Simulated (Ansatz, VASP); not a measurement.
**O: VASP beside Ansatz**

```xyz
4
Lattice="2.4250 0.0000 0.0000 -1.2125 2.1001 0.0000 0.0000 0.0000 7.7018" Properties=species:S:1:pos:R:3 pbc="T T T"
O     0.0000    1.4001    1.3239
O     1.2125    0.7000    6.3779
O     1.2125    0.7000    5.1748
O     0.0000    1.4001    2.5270
```

Alike in both runs: task single point; functional PBE; k mesh 12 × 12 × 4; occupations fermi-dirac, width 0.05 eV; no spin polarisation.

|  | VASP | Ansatz |
| --- | --- | --- |
| version | VASP 6.6.1 | Ansatz 0.2.0 |
| potentials or method | VASP PAW PBE potentials, release 64 (O) | Ansatz PAW |
| plane-wave cutoff (eV) | 520 | 420 |
| valence electrons in the cell | 24 | 24 |

```tsv
	VASP	Ansatz	Ansatz less VASP
gap on the k mesh at the Fermi level (eV)	none	none	-
pressure (GPa)	12.5	8.4	-4.06
traceless stress, the component that is largest in VASP (GPa)	9.78	1.00	-8.788
rms of the force components (eV/Å)	1.116	0.327	-0.7896
```

Atom by atom the forces differ by 0.790 eV/Å (rms over components). A gap of «none» marks a metal or a gap that the smearing closes.

Noted on VASP's run: the standard files for N, O and F lose accuracy on very short bonds; spin is off for a triplet molecule. Noted on Ansatz's run: Pulay correction over one GPa; spin is off for a triplet molecule.
